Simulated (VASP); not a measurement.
Write the native input for VASP 6.6.1 that does the following.

```yaml
Task: single point
Functional: RPBE
Potentials_or_basis: VASP PAW PBE potentials, release 64 (Cu)
Cutoff: 600 eV
k_mesh: 13 × 13 × 13
Occupations: fermi-dirac, width 0.05 eV
Spin: no spin polarisation
Dipole_correction: no
Further_INCAR_settings: ALGO = Normal; EDIFF = 1e-06; NBANDS = 12
```

The structure of Cu lies in POSCAR:

```
Cu
1.0
    0.0000000000      1.8429501765      1.8429501765
    1.8429501765      0.0000000000      1.8429501765
    1.8429501765      1.8429501765      0.0000000000
Cu
1
Direct
    0.0000000000      0.0000000000      0.0000000000
```

One way to write it, as run:

INCAR

```
PREC     = Accurate       # precision mode
ENCUT    = 600            # plane-wave cutoff, eV
EDIFF    = 1E-6           # SCF threshold, eV
ISMEAR   = -1             # smearing method
SIGMA    = 0.05           # smearing width, eV
LREAL    = False          # projectors in reciprocal space
LASPH    = True           # aspherical terms in the spheres
NELM     = 120            # most SCF steps
ALGO     = Normal         # electronic algorithm
ISIF     = 2              # what is computed and relaxed
LWAVE    = False          # write WAVECAR
LCHARG   = False          # write CHGCAR
GGA      = RP             # functional
NBANDS   = 12             # bands
GGA_COMPAT= False
```

KPOINTS

```
Automatic mesh
0
Gamma
  13 13 13
```

Potentials or basis: VASP PAW PBE potentials, release 64 (Cu).

Run with:

```bash
$ cat potpaw_PBE.64/Cu/POTCAR > POTCAR
$ mpirun -np 1 vasp_std > vasp.out
```

It gave:

```json
{"Pressure": "-0.8 GPa"}
```

Caveat: the PAW data sets were made with another functional, which shifts forces and pressure a little.

It took 10 s on 1 thread of Intel(R) Xeon(R) Platinum 8259CL CPU @ 2.50GHz (Skylake/Cascade Lake) (shared host), peak memory 0.14 GiB.
